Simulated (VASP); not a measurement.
The system is CuI.

```
Cu I
1.0
     4.12862    0.00000    0.00000
    -2.06431    3.57549    0.00000
     0.00000    0.00000    7.47811
Cu I
2 2
Direct
  0.66667 0.33333 0.58995
  0.33333 0.66667 0.41005
  0.33333 0.66667 0.75475
  0.66667 0.33333 0.24525
```

Base run:

```yaml
Program: VASP 6.6.1
Functional: PBEsol
Potentials_or_basis: VASP PAW PBE potentials, release 64 (Cu, I)
Cutoff: 520 eV
k_mesh: 5 × 5 × 3
Occupations: gaussian, width 0.01 eV
Spin: no spin polarisation
```

Its results: band gap on the k mesh 1.57 eV, direct; pressure -1.5 GPa; largest force 0.213 eV/Å.

Problem. After a change of settings the same cell gave: band gap on the k mesh 1.57 eV, direct; pressure 1.2 GPa; largest force 0.205 eV/Å. Which change was it?
A. k mesh from 5 × 5 × 3 to 6 × 6 × 3; further incar settings from ALGO = Normal; EDIFF = 1e-06; NBANDS = 26 to ALGO = Normal; EDIFF = 1e-07; NBANDS = 26
B. k mesh from 5 × 5 × 3 to 2 × 2 × 1
C. k mesh from 5 × 5 × 3 to 3 × 3 × 2; further incar settings from ALGO = Normal; EDIFF = 1e-06; NBANDS = 26 to ALGO = Normal; EDIFF = 1e-07; NBANDS = 26

Solution. B.

Caveats: some runs use coarse meshes; the PAW data sets were made with another functional, which shifts forces and pressure a little; spin-orbit coupling is left out, which moves the levels of the heavy elements; this functional lacks dispersion, which binds the layers, so the pressure and a relaxed spacing across them are unreliable.
